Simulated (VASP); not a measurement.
**CdS: single point with PBE**

The system is CdS.

```xyz
4
Lattice="4.3307 0.0000 0.0000 0.0000 4.3307 0.0000 0.0000 0.0000 6.1245" Properties=species:S:1:pos:R:3 pbc="T T T"
Cd    0.0000    2.1653    0.0000
Cd    2.1653    0.0000    3.0623
S     2.1653    2.1653    1.5311
S     2.1653    2.1653    4.5934
```

This cell differs from its parent crystal: atoms taken out.

```json
{
  "Program": "VASP 6.6.1",
  "Task": "single point",
  "Functional": "PBE",
  "Potentials or basis": "VASP PAW PBE potentials, release 64 (Cd, S)",
  "Cutoff": "520 eV",
  "k mesh": "4 × 4 × 4",
  "Occupations": "gaussian, width 0.1 eV",
  "Spin": "no spin polarisation"
}
```

- Pressure: 0.6 GPa
- Band gap on the k mesh: zero (bands 18 and 19 overlap by 0.62 eV)

Stress tensor (GPa, compression positive):
```
-3.19  0.00  0.00
 0.00 -3.19  0.00
 0.00  0.00  8.19
```

Levels at points of the mesh, in eV from the Fermi level:
| k point | band 15 | band 16 | band 17 | band 18 | band 19 | band 20 | band 21 | band 22 |
| --- | --- | --- | --- | --- | --- | --- | --- | --- |
| (0.00, 0.00, 0.00) | -3.70 | -1.59 | -1.38 | -1.38 | -0.38 | 1.21 | 2.63 | 4.26 |
| (0.50, 0.00, 0.00) | -3.45 | -3.35 | -1.37 | 0.02 | 0.45 | 0.45 | 2.57 | 4.11 |
| (0.50, 0.50, 0.00) | -5.26 | -3.36 | -3.36 | -0.32 | 0.37 | 1.96 | 1.96 | 3.26 |
| (0.00, 0.00, 0.50) | -3.20 | -3.20 | -2.20 | -2.20 | 0.05 | 0.05 | 3.25 | 3.25 |
| (0.50, 0.00, 0.50) | -3.27 | -3.14 | -3.12 | -1.77 | 1.18 | 2.14 | 2.20 | 3.16 |
| (0.50, 0.50, 0.50) | -3.77 | -3.77 | -2.74 | -2.74 | 0.81 | 0.81 | 3.02 | 3.02 |

Wall time 60 s on 1 thread of Intel Xeon 8259CL (shared host), peak memory 0.22 GiB.

Caveat: the k points lie up to 0.36 Å⁻¹ apart, too coarse for converged energies and pressures of a metal; the cell differs from its parent crystal (atoms taken out); semilocal functionals underestimate gaps, so a narrow gap can read as zero.
